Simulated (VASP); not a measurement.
# Ni (Fm-3m) in VASP: further runs

Ni is run at these levels: LDA; tasks: single point.

Program: VASP 6.6.1. These are calculated values, not measurements. Logs are shortened: lines on timing, memory, paths and dates and some standing lists are left out, and cuts for length are marked.

## Step 1: The cell of the first run

The structure is cubic, space group Fm-3m (No. 225). Conventional cell: a = 3.424 Å, b = 3.424 Å, c = 3.424 Å, α = 90.00°, β = 90.00°, γ = 90.00°. Within 3.2 Å of Ni (site symmetry m-3m) lie 12 Ni at 2.42 Å.

## Step 2: Single point, LDA, collinear spin, ferromagnetic start

Input file INCAR:

```
SYSTEM = Ni
  ALGO = Fast
  EDIFF = 1E-6
  ENCUT = 520
  ISIF = 2
  ISMEAR = 0
  ISPIN = 2
  LASPH = .True.
  LCHARG = .True.
  LELF = .True.
  LMAXMIX = 4
  LORBIT = 11
  LREAL = .False.
  LVHAR = .True.
  LWAVE = .False.
  MAGMOM = 0.25
  NBANDS = 15
  NELM = 150
  NUPDOWN = 0.25
  PREC = Accurate
  SIGMA = 0.15
```

Input file KPOINTS:

```
k-points
0
Gamma
  24 24 24
  0 0 0
```

Input file POSCAR:

```
Ni
1.0
    0.0000000000      1.7119891795      1.7119891795
    1.7119891795      0.0000000000      1.7119891795
    1.7119891795      1.7119891795      0.0000000000
Ni
1
Direct
    0.0000000000      0.0000000000      0.0000000000
```

Potentials or basis: VASP PAW LDA potentials, release 64 (Ni).

Command:

```bash
> cat potpaw_LDA.64/Ni/POTCAR > POTCAR
> mpirun -np 1 vasp_std > vasp.out
```

OUTCAR:

```text
SYSTEM = Ni
   EDIFF = 1E-6
   ENCUT = 520
   ISIF = 2
   ISMEAR = 0
   ISPIN = 2
   LASPH = .True.
   LORBIT = 11
   LREAL = .False.
   NELM = 150
   NUPDOWN = 0.25
   PREC = Accurate

 ion  position               nearest neighbor table
   1  0.000  0.000  0.000-

  LATTYP: Found a face centered cubic cell.
 ALAT       =     3.4239783590

  Lattice vectors:

 A1 = (   0.0000000000,   1.7119891795,   1.7119891795)
 A2 = (   1.7119891795,   0.0000000000,   1.7119891795)
 A3 = (   1.7119891795,   1.7119891795,   0.0000000000)

Analysis of symmetry for initial positions (statically):
=====================================================================
 Subroutine PRICEL returns:
 Original cell was already a primitive cell.

 Routine SETGRP: Setting up the symmetry group for a
 face centered cubic supercell.

 Subroutine GETGRP returns: Found 48 space group operations
 (whereof 48 operations were pure point group operations)
 out of a pool of 48 trial point group operations.

The static configuration has the point symmetry O_h .

Analysis of symmetry for dynamics (positions and initial velocities):
=====================================================================
 Subroutine PRICEL returns:
 Original cell was already a primitive cell.

 Routine SETGRP: Setting up the symmetry group for a
 face centered cubic supercell.

 Subroutine GETGRP returns: Found 48 space group operations
 (whereof 48 operations were pure point group operations)
 out of a pool of 48 trial point group operations.

The dynamic configuration has the point symmetry O_h .

Analysis of structural, dynamic, and magnetic symmetry:
=====================================================================
 Subroutine PRICEL returns:
 Original cell was already a primitive cell.

 Routine SETGRP: Setting up the symmetry group for a
 face centered cubic supercell.

 Subroutine GETGRP returns: Found 48 space group operations
 (whereof 48 operations were pure point group operations)
 out of a pool of 48 trial point group operations.

The overall configuration has the point symmetry O_h .

 Subroutine INISYM returns: Found 48 space group operations
 (whereof 48 operations are pure point group operations),
 and found     1 'primitive' translations

----------------------------------------------------------------------------------------

                                     Primitive cell

  volume of cell :      10.0354

  direct lattice vectors                    reciprocal lattice vectors
     0.000000000  1.711989179  1.711989179    -0.292057921  0.292057921  0.292057921
     1.711989179  0.000000000  1.711989179     0.292057921 -0.292057921  0.292057921
[... 120 lines left out ...]
 NGX is ok and might be reduce to    18
   NGX =  9   NGY =  9   NGZ =  9

 number of electron      10.0000000 magnetization       0.2500000

 number of electron       9.9999991 magnetization       0.2500000

 Free energy of the ion-electron system (eV)
  ---------------------------------------------------
  ext. energy  EPLUGINS =         0.00000000
  ---------------------------------------------------
  free energy    TOTEN  =        -6.56824412 eV

  energy without entropy =       -6.53496184  energy(sigma->0) =       -6.55160298

 E-fermi :  10.1566     XC(G=0): -14.0974

 val. band max:       10.1557412089   @ k =  -0.4167   0.3333   0.1250
 cond. band min:      10.0427202786   @ k =  -0.4167   0.4167   0.0833
 fundamental gap:     -0.1130209303
 Fermi energy:        10.0396814177

 spin component 1

 k-point     1 :       0.0000    0.0000    0.0000
  band No.  band energies     occupation
      1       0.6847      1.00000
      2       7.8494      1.00000
      3       7.8494      1.00000
      4       7.8494      1.00000
      5       9.1348      1.00000
      6       9.1348      1.00000
      7      34.6813      0.00000
      8      39.1014      0.00000
      9      39.1014      0.00000
     10      39.1014      0.00000
     11      42.4025      0.00000
     12      42.4025      0.00000
     13      42.4025      0.00000
     14      45.3152      0.00000
[... 403 lines left out ...]
      4       9.0159      1.00000
      5       9.9243      0.86159
      6      10.2601      0.01886
      7      17.4321      0.00000
      8      32.9999      0.00000
      9      35.3182      0.00000
     10      36.0729      0.00000
     11      39.8431      0.00000
     12      40.3896      0.00000
     13      46.3085      0.00000
     14      56.0689      0.00000
     15      58.5631      0.00000

 [... further k-points ...]

 spin component 2

 k-point     1 :       0.0000    0.0000    0.0000
  band No.  band energies     occupation
      1       0.6999      1.00000
      2       8.1087      1.00000
      3       8.1087      1.00000
      4       8.1087      1.00000
      5       9.3710      1.00000
      6       9.3710      1.00000
      7      34.6720      0.00000
      8      39.1166      0.00000
      9      39.1166      0.00000
     10      39.1166      0.00000
     11      42.4719      0.00000
     12      42.4719      0.00000
     13      42.4719      0.00000
     14      45.3008      0.00000
[... 403 lines left out ...]
      4       9.1242      1.00000
      5      10.1986      0.34622
      6      10.4656      0.00179
      7      17.5759      0.00000
      8      32.9935      0.00000
      9      35.3682      0.00000
     10      36.1216      0.00000
     11      39.8899      0.00000
     12      40.4377      0.00000
     13      46.3845      0.00000
     14      56.1394      0.00000
     15      58.6128      0.00000

 [... further k-points ...]
[... 5 lines left out ...]
  --------------------------------------------------------------------------------------
  -------------------------------------------------------------------------------------
  Total       -0.0536703     -0.0536703     -0.0536703      0.0000000      0.0000000      0.0000000
  in kB       -8.5686339     -8.5686339     -8.5686339      0.0000000      0.0000000      0.0000000
  external PRESSURE =      -8.5686339 kB  Pullay stress =       0.0000000 kB

 VOLUME and BASIS-vectors are now :
 -----------------------------------------------------------------------------
  energy-cutoff  :      520.00
  volume of cell :       10.04
      direct lattice vectors                 reciprocal lattice vectors
     0.000000000  1.711989179  1.711989179    -0.292057921  0.292057921  0.292057921
     1.711989179  0.000000000  1.711989179     0.292057921 -0.292057921  0.292057921
     1.711989179  1.711989179  0.000000000     0.292057921  0.292057921 -0.292057921

 POSITION                                       TOTAL-FORCE (eV/Angst)
 -----------------------------------------------------------------------------------
      0.00000      0.00000      0.00000        -0.000000      0.000000      0.000000
 -----------------------------------------------------------------------------------
    total drift:                               -0.000000     -0.000000     -0.000000

  FREE ENERGIE OF THE ION-ELECTRON SYSTEM (eV)
  ---------------------------------------------------
  free  energy   TOTEN  =        -6.5682441221 eV

  energy  without entropy=       -6.5349618392  energy(sigma->0) =       -6.55160298

 total charge

# of ion       s       p       d       tot
------------------------------------------
    1        0.533   0.569   8.374   9.476

 magnetization (x)

# of ion       s       p       d       tot
------------------------------------------
    1       -0.003  -0.010   0.264   0.251
```

OSZICAR:

```text
N       E                     dE             d eps       ncg     rms          rms(c)
DAV:   1     0.317584193294E+02    0.31758E+02   -0.41941E+03 26686   0.882E+02
DAV:   2    -0.631630863899E+01   -0.38075E+02   -0.35355E+02 28070   0.165E+02
DAV:   3    -0.768816482416E+01   -0.13719E+01   -0.13590E+01 30387   0.307E+01
DAV:   4    -0.769550724290E+01   -0.73424E-02   -0.73412E-02 30599   0.213E+00
DAV:   5    -0.769557641375E+01   -0.69171E-04   -0.69170E-04 31038   0.187E-01    0.109E+01
RMM:   6    -0.688485510635E+01    0.81072E+00   -0.15004E+00 33784   0.131E+01    0.592E+00
RMM:   7    -0.659836589220E+01    0.28649E+00   -0.16560E-01 33390   0.424E+00    0.220E+00
RMM:   8    -0.657086821994E+01    0.27498E-01   -0.55889E-03 37976   0.422E-01    0.665E-01
RMM:   9    -0.656884620595E+01    0.20220E-02   -0.72207E-04 37955   0.245E-01    0.220E-01
RMM:  10    -0.656825833395E+01    0.58787E-03   -0.27908E-04 36441   0.176E-01    0.457E-02
RMM:  11    -0.656824199629E+01    0.16338E-04   -0.75753E-05 38860   0.586E-02    0.238E-02
RMM:  12    -0.656824402164E+01   -0.20254E-05   -0.97038E-06 37164   0.195E-02    0.318E-03
RMM:  13    -0.656824412214E+01   -0.10050E-06   -0.97003E-07 26393   0.665E-03
   1 F= -.65682441E+01 E0= -.65516030E+01  d E =-.332823E-01  mag=     0.2500
```

It took 1.9 min on 1 thread of Intel Xeon Platinum 8488C (Sapphire Rapids), shared host; peak memory 0.2 GiB.

Results:

```
Free energy                                           : -6.5682 eV
Pressure                                              : -0.9 GPa
Net moment                                            : 0.25 μB per cell
Site moments                                          : Ni +0.25 μB
Valence electrons inside the program's atomic spheres : Ni 9.48
```

Caveat: the total moment is fixed, so each spin has its own Fermi level.

## Step 3: Single point, LDA, collinear spin, ferromagnetic start

Input file INCAR:

```
ALGO     = Normal         # electronic algorithm
EDIFF    = 1E-6           # SCF threshold, eV
ENCUT    = 520            # plane-wave cutoff, eV
GGA      = CA             # functional
ISIF     = 2              # what is computed and relaxed
ISMEAR   = 0              # smearing method
ISPIN    = 2              # spin polarisation
LASPH    = True           # aspherical terms in the spheres
LCHARG   = False          # write CHGCAR
LMAXMIX  = 4              # l up to which the mixer works
LORBIT   = 11             # projections on sites
LREAL    = False          # projectors in reciprocal space
LWAVE    = False          # write WAVECAR
MAGMOM   = 1              # initial moments
NBANDS   = 15             # bands
NELM     = 150            # most SCF steps
NUPDOWN  = 1.0            # fixed moment
PREC     = Accurate       # precision mode
SIGMA    = 0.15           # smearing width, eV
```

Input file KPOINTS:

```
k-points
0
Gamma
  24 24 24
```

POSCAR is that of step 2.

Potentials or basis: VASP PAW LDA potentials, release 64 (Ni).

Command:

```bash
> cat potpaw_LDA.64/Ni/POTCAR > POTCAR
> mpirun -np 1 vasp_std > vasp.out
```

Wall time 1.8 min (1 thread of Intel Xeon Platinum 8488C (Sapphire Rapids), shared host); peak memory 0.19 GiB.

It converged, with:

```yaml
Free_energy: -6.4556 eV
Pressure: 4.3 GPa
Net_moment: 1.00 μB per cell
Site_moments: Ni +0.98 μB
Valence_electrons_inside_the_program's_atomic_spheres: Ni 9.46
```

Caveat: the total moment is fixed, so each spin has its own Fermi level.

[end of part 1 of 2]
